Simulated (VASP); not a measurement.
A run of VASP 6.6.1 is set up as follows.

File INCAR:

```
SYSTEM = MoS2
PREC = Accurate
ENCUT = 520
EDIFF = 1E-6
ISMEAR = 0
SIGMA = 0.01
LREAL = .FALSE.
LASPH = .TRUE.
NELM = 60
ALGO = Normal
ISIF = 2
LWAVE = .FALSE.
LCHARG = .FALSE.
GGA = CA
IBRION = 2
NSW = 80
EDIFFG = -5E-4
```

KPOINTS

```
regular mesh
0
G
  12 12 1
  0 0 0
```

Contents of POSCAR:

```
MoS2
1.0
    3.1510683322      0.0000000000      0.0000000000
   -1.5755341661      2.7289052247      0.0000000000
    0.0000000000      0.0000000000     18.1200000000
S Mo
2 1
Direct
    0.3333333333      0.6666666667      0.4142974369
    0.3333333333      0.6666666667      0.5857025631
    0.6666666667      0.3333333333      0.5000000000
```

Potentials or basis: VASP PAW LDA potentials, release 64 (S, Mo_sv).

Run with:

```console
$ cat potpaw_LDA.64/S/POTCAR potpaw_LDA.64/Mo_sv/POTCAR > POTCAR
$ mpirun -np 1 vasp_std > vasp.out
```

Q: Estimate the band gap on the k mesh.

A: 1.72 eV (least direct gap 1.75 eV).

Q: Predict the energy gained by relaxing.

A: 0.7 meV/atom.

The path:
| step | energy change (eV) | largest force (eV/Å) | pressure (GPa) |
| --- | --- | --- | --- |
| 1 | 0.0000 | 0.1983 | -0.98 |
| 2 | -0.0020 | 0.0115 | -0.65 |
| 3 | -0.0020 | 0.0002 | -0.63 |
